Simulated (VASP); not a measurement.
A run of VASP 6.6.1:

File INCAR:

```
SYSTEM = V3F
PREC = Accurate ; ENCUT = 520
EDIFF = 1E-7 ; ISMEAR = 0
SIGMA = 0.0143 ; LREAL = .False.
LASPH = .True. ; NELM = 150
ALGO = Normal ; ISIF = 2
LWAVE = .False. ; LCHARG = .False.
LMAXMIX = 4 ; LDAU = .True.
LDAUTYPE = 2 ; LDAUL = -1 2
LDAUU = 0 3 ; LDAUJ = 0 0
LDAUPRINT = 1 ; GGA = PE
NBANDS = 56
```

The input KPOINTS:

```
regular mesh
0
Gamma
  4 4 4
  0 0 0
```

Contents of POSCAR:

```
V3F
1.0
    2.6391546600      4.5711495900      0.0000000000
   -2.6391546600      4.5711495900      0.0000000000
    0.0000000000     -3.0474294400      4.8732586500
F V
2 6
Direct
    0.0000000000      0.0000000000      0.0000000000
    0.5000000000      0.5000000000      0.5000000000
    0.5900000000      0.9100000000      0.7500000000
    0.2500000000      0.5900000000      0.7500000000
    0.9100000000      0.2500000000      0.7500000000
    0.4100000000      0.0900000000      0.2500000000
    0.7500000000      0.4100000000      0.2500000000
    0.0900000000      0.7500000000      0.2500000000
```

Potentials or basis: VASP PAW PBE potentials, release 64 (F, V_sv).

Command:

```bash
$ cat potpaw_PBE.64/F/POTCAR potpaw_PBE.64/V_sv/POTCAR > POTCAR
$ mpirun -np 1 vasp_std > vasp.out
```

Hardware: 1 thread of Intel(R) Xeon(R) 6975P-C (Granite Rapids), with other jobs on the host.

Task: How long does it take, and how much memory?

Result: It took 2.3 min on 1 thread of Intel(R) Xeon(R) 6975P-C (Granite Rapids), on a shared host, peak memory 0.27 GiB. Counts: scf iterations 24, k points 13.
